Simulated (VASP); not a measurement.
# CaO (Cmcm) in VASP: a series of runs, part 2 of 2

VASP 6.6.1. Earlier steps stand in the parts before.

### 5 Single point, PBE

This run uses another cell than the first one, of the same volume but with other edges.

Contents of INCAR:

```
SYSTEM = CaO
ALGO = Normal
EDIFF = 1E-6
ENCUT = 520
GGA = PE
ISIF = 2
ISMEAR = 0
LASPH = .TRUE.
LCHARG = .FALSE.
LREAL = .FALSE.
LWAVE = .FALSE.
NBANDS = 24
NELM = 60
PREC = Accurate
SIGMA = 0.05
```

Contents of KPOINTS:

```
k-points
0
G
  9 9 6
  0 0 0
```

Contents of POSCAR:

```
CaO
1.0
    4.4451881473      0.0000000000      0.0000000000
   -2.2225940737      3.0866529870      0.0000000000
    0.0000000000      0.0000000000      4.8077584735
Ca O
2 2
Direct
    0.3333333333      0.6666666667      0.7500000000
    0.6666666667      0.3333333333      0.2500000000
    0.3333333333      0.6666666667      0.2500000000
    0.6666666667      0.3333333333      0.7500000000
```

Potentials or basis: VASP PAW PBE potentials, release 64 (Ca_sv, O).

Command:

```console
$ cat potpaw_PBE.64/Ca_sv/POTCAR potpaw_PBE.64/O/POTCAR > POTCAR
$ mpirun -np 1 vasp_std > vasp.out
```

OUTCAR:

```text
SYSTEM = CaO
   EDIFF = 1E-6
   ENCUT = 520
   GGA = PE
   ISIF = 2
   ISMEAR = 0
   LASPH = .TRUE.
   LREAL = .FALSE.
   NELM = 60
   PREC = Accurate

 ion  position               nearest neighbor table
   1  0.333  0.667  0.750-   4 2.06   3 2.40   3 2.40   4 2.45   4 2.45   2 3.16   2 3.16
   2  0.667  0.333  0.250-   3 2.06   4 2.40   4 2.40   3 2.45   3 2.45   1 3.16   1 3.16
   3  0.333  0.667  0.250-   2 2.06   1 2.40   1 2.40   2 2.45   2 2.45
   4  0.667  0.333  0.750-   1 2.06   2 2.40   2 2.40   1 2.45   1 2.45

[... 847 lines left out ...]

 [... further k-points ...]
[... 5 lines left out ...]
  --------------------------------------------------------------------------------------
  -------------------------------------------------------------------------------------
  Total       -2.2971363      6.8189611      0.5225162     -0.0000000      0.0000000      0.0000000
  in kB      -55.7926189    165.6182534     12.6908213     -0.0000000      0.0000000      0.0000000
  external PRESSURE =      40.8388186 kB  Pullay stress =       0.0000000 kB

 VOLUME and BASIS-vectors are now :
 -----------------------------------------------------------------------------
  energy-cutoff  :      520.00
  volume of cell :       65.97
      direct lattice vectors                 reciprocal lattice vectors
     4.445188147  0.000000000  0.000000000     0.224962356  0.161987759  0.000000000
    -2.222594074  3.086652987  0.000000000     0.000000000  0.323975518  0.000000000
     0.000000000  0.000000000  4.807758473     0.000000000  0.000000000  0.207997137

 POSITION                                       TOTAL-FORCE (eV/Angst)
 -----------------------------------------------------------------------------------
     -0.00000      2.05777      3.60582         0.000000     -2.073466      0.000000
      2.22259      1.02888      1.20194        -0.000000      2.073466      0.000000
     -0.00000      2.05777      1.20194         0.000000     -1.720836      0.000000
      2.22259      1.02888      3.60582        -0.000000      1.720836     -0.000000
 -----------------------------------------------------------------------------------
    total drift:                               -0.000000      0.000000     -0.000000

  FREE ENERGIE OF THE ION-ELECTRON SYSTEM (eV)
  ---------------------------------------------------
  free  energy   TOTEN  =       -24.8719504933 eV

  energy  without entropy=      -24.8719504933  energy(sigma->0) =      -24.87195049
```

OSZICAR:

```text
N       E                     dE             d eps       ncg     rms          rms(c)
DAV:   1     0.324578013316E+03    0.32458E+03   -0.16511E+04  4800   0.133E+03
DAV:   2    -0.286565620696E+01   -0.32744E+03   -0.30943E+03  5544   0.388E+02
DAV:   3    -0.288593557469E+02   -0.25994E+02   -0.25806E+02  7896   0.104E+02
DAV:   4    -0.297708382352E+02   -0.91148E+00   -0.91022E+00  6568   0.173E+01
DAV:   5    -0.297931834738E+02   -0.22345E-01   -0.22344E-01  6992   0.210E+00    0.133E+01
DAV:   6    -0.250053518678E+02    0.47878E+01   -0.22473E+01  6632   0.308E+01    0.550E+00
DAV:   7    -0.249157922817E+02    0.89560E-01   -0.25755E+00  6480   0.107E+01    0.285E+00
DAV:   8    -0.248797367571E+02    0.36056E-01   -0.39887E-01  6080   0.480E+00    0.950E-01
DAV:   9    -0.248684432628E+02    0.11293E-01   -0.11624E-01  6328   0.215E+00    0.252E-01
DAV:  10    -0.248716286710E+02   -0.31854E-02   -0.12564E-02  5704   0.773E-01    0.120E-01
DAV:  11    -0.248721578944E+02   -0.52922E-03   -0.58453E-03  6208   0.444E-01    0.116E-01
DAV:  12    -0.248719517817E+02    0.20611E-03   -0.15972E-03  5744   0.273E-01    0.182E-02
DAV:  13    -0.248719484655E+02    0.33162E-05   -0.79019E-05  5944   0.703E-02    0.400E-03
DAV:  14    -0.248719508705E+02   -0.24050E-05   -0.10158E-05  6016   0.187E-02    0.293E-03
DAV:  15    -0.248719504933E+02    0.37716E-06   -0.83960E-07  4384   0.632E-03
   1 F= -.24871950E+02 E0= -.24871950E+02  d E =-.135812E-12
```

Wall time 4.4 min (1 thread of Oxide Virtual Turin-like, shared host); peak memory 0.24 GiB.

Results:

* Free energy: -24.8720 eV
* Pressure: 4.1 GPa
* Largest force: 2.073 eV/Å
* Band gap on the k mesh: 3.32 eV, direct

Forces on the atoms (eV/Å):
```
Ca   0.000 -2.073  0.000
Ca   0.000  2.073  0.000
O    0.000 -1.721  0.000
O    0.000  1.721  0.000
```

Stress tensor (GPa, compression positive):
```
-5.58  0.00  0.00
 0.00 16.56  0.00
 0.00  0.00  1.27
```

Caveat: the cell differs from its parent crystal (strain +e along x and -e along y +0.1100, strain +e along z and -e/2 along x and y +0.0000); forces of over 1 eV/Å act on the atoms, so gaps and moduli don't describe the material at rest.

### 6 Single point, PBE

This run uses another cell than the first one, of the same volume but with other edges.

Contents of INCAR:

```
PREC = Accurate
ENCUT = 520
EDIFF = 1E-7
ISMEAR = 0
SIGMA = 0.05
LREAL = False
LASPH = True
NELM = 80
ALGO = Normal
ISIF = 2
LWAVE = False
LCHARG = False
GGA = PE
NBANDS = 24
```

Contents of KPOINTS:

```
regular mesh
0
Gamma
  9 9 6
```

Contents of POSCAR:

```
CaO
1.0
    3.5106974679      0.0000000000      0.0000000000
   -1.7553487339      3.8033460654      0.0000000000
    0.0000000000      0.0000000000      4.9361256247
Ca O
2 2
Direct
    0.3333333333      0.6666666667      0.7500000000
    0.6666666667      0.3333333333      0.2500000000
    0.3333333333      0.6666666667      0.2500000000
    0.6666666667      0.3333333333      0.7500000000
```

Potentials or basis: VASP PAW PBE potentials, release 64 (Ca_sv, O).

Command:

```console
$ cat potpaw_PBE.64/Ca_sv/POTCAR potpaw_PBE.64/O/POTCAR > POTCAR
$ mpirun -np 1 vasp_std > vasp.out
```

OUTCAR:

```text
PREC = Accurate
   ENCUT = 520
   EDIFF = 1E-7
   ISMEAR = 0
   LREAL = False
   LASPH = True
   NELM = 80
   ISIF = 2
   GGA = PE

 ion  position               nearest neighbor table
   1  0.333  0.667  0.750-   4 2.17   4 2.17   3 2.47   3 2.47   4 2.54
   2  0.667  0.333  0.250-   3 2.17   3 2.17   4 2.47   4 2.47   3 2.54
   3  0.333  0.667  0.250-   2 2.17   2 2.17   1 2.47   1 2.47   2 2.54
   4  0.667  0.333  0.750-   1 2.17   1 2.17   2 2.47   2 2.47   1 2.54

  LATTYP: Found a base centered orthorhombic cell.
 ALAT       =     3.5106974679
 B/A-ratio  =     2.1667182092
[... 844 lines left out ...]
 [... further k-points ...]
[... 5 lines left out ...]
  --------------------------------------------------------------------------------------
  -------------------------------------------------------------------------------------
  Total        6.1195114     -1.0181974     -1.0644127     -0.0000000      0.0000000      0.0000000
  in kB      148.7585295    -24.7512486    -25.8746914     -0.0000000      0.0000000      0.0000000
  external PRESSURE =      32.7108632 kB  Pullay stress =       0.0000000 kB

 VOLUME and BASIS-vectors are now :
 -----------------------------------------------------------------------------
  energy-cutoff  :      520.00
  volume of cell :       65.91
      direct lattice vectors                 reciprocal lattice vectors
     3.510697468  0.000000000  0.000000000     0.284843684  0.131463188  0.000000000
    -1.755348734  3.803346065  0.000000000     0.000000000  0.262926377  0.000000000
     0.000000000  0.000000000  4.936125625     0.000000000  0.000000000  0.202588037

 POSITION                                       TOTAL-FORCE (eV/Angst)
 -----------------------------------------------------------------------------------
     -0.00000      2.53556      3.70209         0.000000      1.210058     -0.000000
      1.75535      1.26778      1.23403        -0.000000     -1.210058      0.000000
     -0.00000      2.53556      1.23403         0.000000      0.951379      0.000000
      1.75535      1.26778      3.70209        -0.000000     -0.951379     -0.000000
 -----------------------------------------------------------------------------------
    total drift:                                0.000000     -0.000000     -0.000000

  FREE ENERGIE OF THE ION-ELECTRON SYSTEM (eV)
  ---------------------------------------------------
  free  energy   TOTEN  =       -24.8871828553 eV

  energy  without entropy=      -24.8871828553  energy(sigma->0) =      -24.88718286
```

OSZICAR:

```text
N       E                     dE             d eps       ncg     rms          rms(c)
DAV:   1     0.323944034649E+03    0.32394E+03   -0.16527E+04  4800   0.133E+03
DAV:   2    -0.284245508898E+01   -0.32679E+03   -0.30798E+03  5552   0.388E+02
DAV:   3    -0.288436438604E+02   -0.26001E+02   -0.25815E+02  7960   0.104E+02
DAV:   4    -0.297447373268E+02   -0.90109E+00   -0.89976E+00  6664   0.173E+01
DAV:   5    -0.297661680655E+02   -0.21431E-01   -0.21430E-01  7040   0.204E+00    0.133E+01
DAV:   6    -0.250145177825E+02    0.47517E+01   -0.22293E+01  6624   0.309E+01    0.548E+00
DAV:   7    -0.249281722970E+02    0.86345E-01   -0.25712E+00  6280   0.107E+01    0.284E+00
DAV:   8    -0.248946298646E+02    0.33542E-01   -0.38971E-01  6288   0.475E+00    0.944E-01
DAV:   9    -0.248834201217E+02    0.11210E-01   -0.10625E-01  6352   0.205E+00    0.237E-01
DAV:  10    -0.248869008761E+02   -0.34808E-02   -0.10724E-02  5520   0.734E-01    0.118E-01
DAV:  11    -0.248873654637E+02   -0.46459E-03   -0.53731E-03  6160   0.425E-01    0.109E-01
DAV:  12    -0.248871819852E+02    0.18348E-03   -0.13280E-03  5624   0.253E-01    0.145E-02
DAV:  13    -0.248871810217E+02    0.96353E-06   -0.65131E-05  5936   0.650E-02    0.382E-03
DAV:  14    -0.248871831284E+02   -0.21067E-05   -0.62825E-06  5712   0.173E-02    0.242E-03
DAV:  15    -0.248871828253E+02    0.30313E-06   -0.50476E-07  6416   0.508E-03    0.570E-04
DAV:  16    -0.248871828553E+02   -0.30030E-07   -0.11013E-07  4392   0.210E-03
   1 F= -.24887183E+02 E0= -.24887183E+02  d E =-.976466E-18
```

stdout:

```text
POSCAR found type information on POSCAR CaO
 POSCAR found :  2 types and       4 ions
 scaLAPACK will be used
 LDA part: xc-table for (Slater+PW92), standard interpolation
 POSCAR, INCAR and KPOINTS ok, starting setup
 FFT: planning ... GRIDC
 FFT: planning ... GRID_SOFT
 FFT: planning ... GRID
 WAVECAR not read
 entering main loop
```

Wall time 3.7 min (1 thread of Oxide Virtual Turin-like, shared host); peak memory 0.24 GiB.

Results:

* Free energy: -24.8872 eV
* Pressure: 3.3 GPa
* Largest force: 1.210 eV/Å
* Band gap on the k mesh: 3.34 eV, direct

Forces in eV/Å, atoms in the order of the input:
```
Ca   0.000  1.210  0.000
Ca   0.000 -1.210  0.000
O    0.000  0.951  0.000
O    0.000 -0.951  0.000
```

Stress tensor (GPa, compression positive):
```
14.88  0.00  0.00
 0.00 -2.48  0.00
 0.00  0.00 -2.59
```

Levels at points of the mesh, in eV from the valence-band top:
```tsv
k point	band 12	band 13	band 14	band 15	band 16	band 17	band 18	band 19	band 20	band 21
(0.00, 0.00, 0.00)	-1.19	-1.14	-0.80	-0.78	0.00	3.34	6.06	6.72	7.38	7.48
(0.00, 0.00, 0.50)	-1.47	-1.28	-1.28	-0.86	-0.86	5.08	5.08	7.67	7.67	8.10
```

Caveat: the cell differs from its parent crystal (strain +e along x and -e along y -0.1100, strain +e along z and -e/2 along x and y +0.0267); forces of over 1 eV/Å act on the atoms, so gaps and moduli don't describe the material at rest.

### 7 The runs side by side

| cell | gap on the mesh (eV) | pressure (GPa) | largest force (eV/Å) |
| --- | --- | --- | --- |
| a = 3.644, b = 4.322, c = 4.615 Å, angles 90.0, 90.0, 114.9°, 4 atoms | 3.01 | 4.0 | 0.88 |
| a = 4.419, b = 3.777, c = 4.872 Å, angles 90.0, 90.0, 125.8°, 4 atoms | 3.38 | 4.2 | 2.20 |
| a = 4.525, b = 3.883, c = 4.615 Å, angles 90.0, 90.0, 125.6°, 4 atoms | 3.07 | 4.9 | 1.75 |
| a = 4.445, b = 3.804, c = 4.808 Å, angles 90.0, 90.0, 125.8°, 4 atoms | 3.32 | 4.1 | 2.07 |
| a = 3.511, b = 4.189, c = 4.936 Å, angles 90.0, 90.0, 114.8°, 4 atoms | 3.34 | 3.3 | 1.21 |

Alike in all rows: task single point; level PBE; potentials or basis VASP PAW PBE potentials, release 64 (Ca_sv, O); no spin polarisation; k mesh 9 × 9 × 6; cutoff (eV) 520; smearing gaussian 0.05 eV.

Caveats: forces of over 1 eV/Å act on the atoms, so gaps and moduli don't describe the material at rest (some runs).

Total energies depend on the potentials used, so only differences within one code and one set of settings carry meaning.
